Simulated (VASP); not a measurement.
Write the native input for VASP 6.6.1 that does the following.

```
Task                   : single point
Functional             : LDA
Potentials or basis    : VASP PAW LDA potentials, release 64 (Al, N)
Cutoff                 : 520 eV
k mesh                 : 9 × 9 × 6
Occupations            : gaussian, width 0.05 eV
Spin                   : no spin polarisation
Dipole correction      : no
Further INCAR settings : ALGO = Normal; EDIFF = 1e-06; NBANDS = 16
```

The structure of AlN lies in POSCAR:

```
AlN
1.0
    2.8504878489      0.0000000000      0.0000000000
   -1.4252439245      2.4685948904      0.0000000000
    0.0000000000      0.0000000000      5.9294870806
Al N
2 2
Direct
    0.3333333333      0.6666666667      0.0000000000
    0.6666666667      0.3333333333      0.5000000000
    0.3333333333      0.6666666667      0.3850000000
    0.6666666667      0.3333333333      0.8850000000
```

This cell differs from its parent crystal: ratio of the length along z to the lengths across it x 1.3, volume and fractional coordinates fixed.

One way to write it, as run:

INCAR

```
PREC = Accurate ; ENCUT = 520
EDIFF = 1E-6 ; ISMEAR = 0
SIGMA = 0.05 ; LREAL = False
LASPH = True ; NELM = 100
ALGO = Normal ; ISIF = 2
LWAVE = False ; LCHARG = False
GGA = CA ; NBANDS = 16
```

KPOINTS

```
Automatic mesh
0
Gamma
  9 9 6
```

Potentials or basis: VASP PAW LDA potentials, release 64 (Al, N).

The run is started by

```console
$ cat potpaw_LDA.64/Al/POTCAR potpaw_LDA.64/N/POTCAR > POTCAR
$ mpirun -np 1 vasp_std > vasp.out
```

Results of the run:

The pressure is 15.8 GPa and the largest force is 0.775 eV/Å. The band gap on the k mesh is 1.83 eV, direct.

Run time: 22 s on 1 thread of Intel Xeon 6975P-C, on a shared host, peak memory 0.15 GiB.
